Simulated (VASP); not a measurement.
Crystal: Hf.

```
CELL_PARAMETERS angstrom
-1.80500 1.80500 1.80500
1.80500 -1.80500 1.80500
1.80500 1.80500 -1.80500
ATOMIC_POSITIONS crystal
Hf 0.00000 0.00000 0.00000
```

```yaml
Program: VASP 6.6.1
Task: relaxation of cell and atoms
Functional: BLYP
Dispersion: D4
Potentials_or_basis: VASP PAW PBE potentials, release 64 (Hf_pv)
Cutoff: 600 eV
k_mesh: 10 × 10 × 10
Occupations: fermi-dirac, width 0.05 eV
Spin: no spin polarisation
```

At the start: pressure -5.0 GPa; volume 23.52 Å³/atom.

**Question.** Where does the relaxation end?

**Answer.** Over 3 steps the energy falls by 20.6 meV/atom and the volume is 22.28 Å³/atom (-5.3 %); space group Im-3m (No. 229, to 0.05 Å).

Step by step:
| step | energy change (eV) | largest force (eV/Å) | pressure (GPa) | volume (Å³) |
| --- | --- | --- | --- | --- |
| 1 | 0.0000 | 0.0000 | -5.04 | 23.52 |
| 2 | 0.0003 | 0.0000 | 5.94 | 21.09 |
| 3 | -0.0206 | 0.0000 | -0.05 | 22.28 |

Final structure:
```
Hf
1.0
    -1.77251    1.77251    1.77251
     1.77251   -1.77251    1.77251
     1.77251    1.77251   -1.77251
Hf
1
Direct
  0.00000 0.00000 0.00000
```

Caveat: the PAW data sets were made with another functional, which shifts forces and pressure a little; pairwise dispersion overbinds metals, which lowers pressure and volume.
